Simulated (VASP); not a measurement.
Set up this calculation in VASP 6.6.1, as the native input.

```yaml
Task: single point
Functional: r2SCAN
Potentials_or_basis: VASP PAW PBE potentials, release 64 (W_sv)
Cutoff: 520 eV
k_mesh: 20 × 20 × 20
Occupations: gaussian, width 0.15 eV
Spin: no spin polarisation
Dipole_correction: no
Further_INCAR_settings: ALGO = Normal; EDIFF = 1e-06; NBANDS = 13
```

The system is W.

```
W
1.0
    -1.65720    1.53740    1.59730
     1.65720   -1.53740    1.59730
     1.65720    1.53740   -1.59730
W
1
Direct
  0.00000 0.00000 0.00000
```

This cell differs from its parent crystal: strain +0.0375 x Voigt [1, -1, 0, 0, 0, 0].

These files were run (other wordings do the same):

POSCAR

```
W
1.0
   -1.6571987500      1.5374012500      1.5973000000
    1.6571987500     -1.5374012500      1.5973000000
    1.6571987500      1.5374012500     -1.5973000000
W
1
Direct
    0.0000000000      0.0000000000      0.0000000000
```

INCAR.step1

```
ALGO = Normal
EDIFF = 1E-4
ENCUT = 520
GGA = PE
ISMEAR = 0
LASPH = True
LCHARG = False
LREAL = False
LWAVE = True
NBANDS = 13
NELM = 60
PREC = Accurate
SIGMA = 0.15
```

INCAR.step2

```
ALGO = Normal
EDIFF = 1E-6
ENCUT = 520
ISIF = 2
ISMEAR = 0
ISTART = 1
LASPH = True
LCHARG = True
LELF = True
LMIXTAU = True
LREAL = False
LVHAR = True
LWAVE = False
METAGGA = R2SCAN
NBANDS = 13
NELM = 60
PREC = Accurate
SIGMA = 0.15
```

KPOINTS

```
k-points
0
Gamma
  20 20 20
```

Potentials or basis: VASP PAW PBE potentials, release 64 (W_sv).

Run with:

```bash
$ cat potpaw_PBE.64/W_sv/POTCAR > POTCAR
$ cp INCAR.step1 INCAR
$ mpirun -np 1 vasp_std > vasp.out
$ cp INCAR.step2 INCAR
$ mpirun -np 1 vasp_std > vasp.out
```

Results of the run:

```
Pressure               : -5.2 GPa
Band gap on the k mesh : zero (bands 7 and 8 overlap by 6.05 eV)
```

Caveat: the cell differs from its parent crystal (strain +0.0375 x Voigt [1, -1, 0, 0, 0, 0]); the stress differs along the axes, from -17 to 8 GPa; the PAW data sets were made with another functional, which shifts forces and pressure a little; spin-orbit coupling is left out, which moves the levels of the heavy elements.

Wall time 7.5 min on 1 thread of Intel(R) Xeon(R) Platinum 8488C (Sapphire Rapids), with other jobs on the host, peak memory 0.34 GiB.
